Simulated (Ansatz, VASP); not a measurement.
# Two plane-wave programs on P

Contents of POSCAR:

```
P
1.0
    1.6477431241     -5.4650377251      0.0000000000
    1.6477431241      5.4650377251      0.0000000000
    0.0000000000      0.0000000000      4.5436355900
P
4
Direct
    0.9041431300      0.0958568700      0.5888151700
    0.0958568700      0.9041431300      0.4111848300
    0.5958568700      0.4041431300      0.0888151700
    0.4041431300      0.5958568700      0.9111848300
```

The input INCAR.step1:

```
SYSTEM = P
  PREC = Accurate
  ENCUT = 520
  EDIFF = 1E-5
  ISMEAR = -1
  SIGMA = 0.05
  LREAL = .False.
  LASPH = .True.
  NELM = 100
  ALGO = Normal
  ISIF = 2
  LWAVE = .True.
  GGA = PE
  NBANDS = 18
```

The input INCAR.step2:

```
SYSTEM = P
  PREC = Accurate
  ENCUT = 520
  EDIFF = 1E-6
  ISMEAR = -1
  SIGMA = 0.05
  LREAL = .False.
  LASPH = .True.
  NELM = 100
  ALGO = Normal
  ISIF = 2
  LWAVE = .False.
  LCHARG = .True.
  GGA = PE
  LHFCALC = .True.
  AEXX = 0.25
  HFSCREEN = 0.2
  PRECFOCK = Normal
  LELF = .True.
  LVHAR = .True.
  ISTART = 1
  NBANDS = 18
```

The input KPOINTS:

```
regular mesh
0
Gamma
  4 4 3
  0 0 0
```

Contents of input.yaml:

```yaml
crystal:
  lattice:
    - [1.6477431241, -5.4650377251, 0.0]
    - [1.6477431241, 5.4650377251, 0.0]
    - [0.0, 0.0, 4.54363559]
  atoms:
    - { symbol: P, position: [0.90414313, 0.09585687, 0.58881517] }
    - { symbol: P, position: [0.09585687, 0.90414313, 0.41118483] }
    - { symbol: P, position: [0.59585687, 0.40414313, 0.08881517] }
    - { symbol: P, position: [0.40414313, 0.59585687, 0.91118483] }
hamiltonian:
  xc: { exchange: pbe, correlation: pbe, exx: { coeff: 0.25, omega: 0.2 } }
  pseudopotentials: { kind: paw }
kpoints:
  mp_grid: { grid: [4, 4, 3] }
scf:
  occupations: { method: fermi_dirac, width: 0.05 }
output:
  forces: true
  stress: true
  eigenvalues: true
```

Alike in both runs: task single point; functional PBE-based screened hybrid with a share of 0.25 of exact exchange and HFSCREEN = 0.2; k mesh 4 × 4 × 3; occupations fermi-dirac, width 0.05 eV; no spin polarisation.

|  | VASP | Ansatz |
| --- | --- | --- |
| version | VASP 6.6.1 | Ansatz 0.2.0 |
| potentials or method | VASP PAW PBE potentials, release 64 (P) | Ansatz PAW |
| plane-wave cutoff (eV) | 520 | 420 |
| valence electrons in the cell | 20 | 20 |

Ansatz gave:

* gap on the k mesh at the Fermi level (eV): 0.71
* least direct gap on the mesh (eV): 0.71
* pressure (GPa): 0.0
* traceless stress, the component that is largest in VASP (GPa): 1.26
* rms of the force components (eV/Å): 0.098

Q: Which values does VASP return?

A: gap on the k mesh at the Fermi level (eV): 0.73; least direct gap on the mesh (eV): 0.73; pressure (GPa): -0.6; traceless stress, the component that is largest in VASP (GPa): 1.18; rms of the force components (eV/Å): 0.117.

VASP's potentials were made for PBE, not for PBE-based screened hybrid. Atom by atom the forces differ by 0.050 eV/Å (rms over components).

The k mesh is coarse, so the values compare programs but aren't converged. Noted on Ansatz's run: odd divisions of the mesh miss points on the zone boundary, where band edges often lie, so the gap on the mesh can be too wide.
